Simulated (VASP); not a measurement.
## Cd2PCl: single point with PBE

Crystal: Cd2PCl.

```xyz
4
Lattice="2.0214 1.1671 6.5295 -2.0214 1.1671 6.5295 0.0000 -2.3342 6.5295" Properties=species:S:1:pos:R:3 pbc="T T T"
Cd    0.0000    0.0000    4.5707
Cd    0.0000    0.0000   15.0177
P     0.0000    0.0000    9.7942
Cl    0.0000    0.0000    0.0000
```

- Program: VASP 6.6.1
- Task: single point
- Functional: PBE
- Potentials or basis: VASP PAW PBE potentials, release 64 (Cd, P, Cl)
- Cutoff: 520 eV
- k mesh: 12 × 12 × 12
- Occupations: gaussian, width 0.1 eV
- Spin: no spin polarisation
- Dipole correction: no
- Further INCAR settings: ALGO = Normal; EDIFF = 1e-07; NBANDS = 26

- Pressure: 0.3 GPa
- Largest force: 0.016 eV/Å
- Band gap on the k mesh: zero (band 18 reaches 3.03 eV, above the bottom of band 19 at 2.16 eV)

Forces on the atoms (eV/Å):
```
Cd   0.000  0.000  0.016
Cd   0.000  0.000 -0.016
P    0.000  0.000  0.000
Cl   0.000  0.000  0.000
```

Levels at points of the mesh, in eV from the Fermi level:
```
           k point  band 16  band 17  band 18  band 19  band 20  band 21
(0.00, 0.00, 0.00)    -1.71    -0.13     0.19     0.19     2.62     4.58
(0.50, 0.00, 0.00)    -3.43    -1.95    -1.16     0.71     2.29     3.92
(0.50, 0.50, 0.00)    -3.28    -1.01    -0.83    -0.69     2.68     4.45
(0.50, 0.50, 0.50)    -3.12     0.15     0.15     1.85     2.77     4.34
```

It took 25 min on 1 thread of Intel(R) Xeon(R) Platinum 8259CL CPU @ 2.50GHz (Skylake/Cascade Lake), on a shared host, peak memory 0.7 GiB.
